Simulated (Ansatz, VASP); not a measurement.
## Two plane-wave programs on Hf

INCAR

```
PREC = Accurate
ENCUT = 600
EDIFF = 1E-6
ISMEAR = 0
SIGMA = 0.1
LREAL = F
LASPH = T
NELM = 80
ALGO = Normal
ISIF = 3
LWAVE = F
LCHARG = F
GGA = PE
IBRION = 2
NSW = 90
EDIFFG = -0.04
```

KPOINTS

```
Automatic mesh
0
Gamma
  6 6 6
```

The input POSCAR:

```
Hf
1.0
    2.8566409408      0.0000000000      0.0000000000
    0.0000000000      2.8566409408      0.0000000000
    0.0000000000      0.0000000000      2.8566409408
Hf
1
Direct
    0.0000000000      0.0000000000      0.0000000000
```

Input for Ansatz:

```yaml
crystal:
  lattice:
    - [2.8566409408, 0.0, 0.0]
    - [0.0, 2.8566409408, 0.0]
    - [0.0, 0.0, 2.8566409408]
  atoms:
    - { symbol: Hf, position: [0.0, 0.0, 0.0] }
basis:
  ecutwfc: 420
kpoints:
  mp_grid: { grid: [6, 6, 6] }
hamiltonian:
  xc: pbe
scf:
  occupations: { method: gaussian, width: 0.1 }
  lower_state_search: "off"
output:
  forces: true
  stress: true
  eigenvalues: true
relax:
  adjacent_minimum: "off"
  f_tol: 0.04
  max_steps: 70
  cell: { stress_tol: 0.4 }
```

Alike in both runs: task relaxation of cell and atoms; functional PBE; k mesh 6 × 6 × 6; occupations gaussian, width 0.1 eV; no spin polarisation.

|  | VASP | Ansatz |
| --- | --- | --- |
| version | VASP 6.6.1 | Ansatz 0.2.0 |
| potentials or method | VASP PAW PBE potentials, release 64 (Hf_pv), cutoff 600 eV | scalar-relativistic, plane waves, PAW |
| valence electrons in the cell | 10 | 26 |

Ansatz gave:

* gap on the k mesh at the Fermi level, each at its own relaxed structure (eV): none
* relaxed volume (Å³/atom): 25.02
* relaxed cell length with the largest relative difference (Å): 2.925

**Question.** Estimate VASP's values.

**Answer.** gap on the k mesh at the Fermi level, each at its own relaxed structure (eV): none; relaxed volume (Å³/atom): 24.91; relaxed cell length with the largest relative difference (Å): 2.921.

A gap of «none» marks a metal or a gap that the smearing closes. VASP's potentials hold 10 valence electrons a cell and Ansatz's 26, so a difference there can come from the potentials and not from the codes.

The k mesh is coarse, so the values compare programs but aren't converged. Neither program's run includes spin-orbit coupling.
